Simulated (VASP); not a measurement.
Write the native input for VASP 6.6.1 that does the following.

| Item | Value |
| --- | --- |
| Task | single point |
| Functional | PBEsol |
| Potentials or basis | VASP PAW PBE potentials, release 64 (Gd) |
| Cutoff | 520 eV |
| k mesh | 13 × 13 × 7 |
| Occupations | fermi-dirac, width 0.1 eV |
| Spin | collinear spin, ferromagnetic start |
| Starting moments | [7.0, 7.0] μB |
| Dipole correction | no |
| Further INCAR settings | ALGO = Normal; EDIFF = 1e-06; NBANDS = 29 |

The structure of Gd lies in POSCAR:

```
Gd
1.0
    3.5670172658      0.0000000000      0.0000000000
   -1.7835086329      3.0891275679      0.0000000000
    0.0000000000      0.0000000000      5.7017516038
Gd
2
Direct
    0.3333333333      0.6666666667      0.2500000000
    0.6666666667      0.3333333333      0.7500000000
```

These files were run (other wordings do the same):

INCAR

```
ALGO = Normal
EDIFF = 1E-6
ENCUT = 520
GGA = PS
ISIF = 2
ISMEAR = -1
ISPIN = 2
LASPH = True
LCHARG = False
LMAXMIX = 6
LORBIT = 11
LREAL = False
LWAVE = False
MAGMOM = 7 7
NBANDS = 29
NELM = 150
PREC = Accurate
SIGMA = 0.1
```

KPOINTS

```
k-points
0
Gamma
  13 13 7
```

Potentials or basis: VASP PAW PBE potentials, release 64 (Gd).

Command:

```sh
$ cat potpaw_PBE.64/Gd/POTCAR > POTCAR
$ mpirun -np 1 vasp_std > vasp.out
```

Results of the run:

* Pressure: -0.1 GPa
* Net moment: 15.07 μB per cell
* Site moments: Gd +6.96 μB
* Valence electrons inside the program's atomic spheres: Gd 15.21

Caveat: the PAW data sets were made with another functional, which shifts forces and pressure a little.

Run time: 28 min on 1 thread of Intel Xeon 8259CL (shared host), peak memory 0.38 GiB.
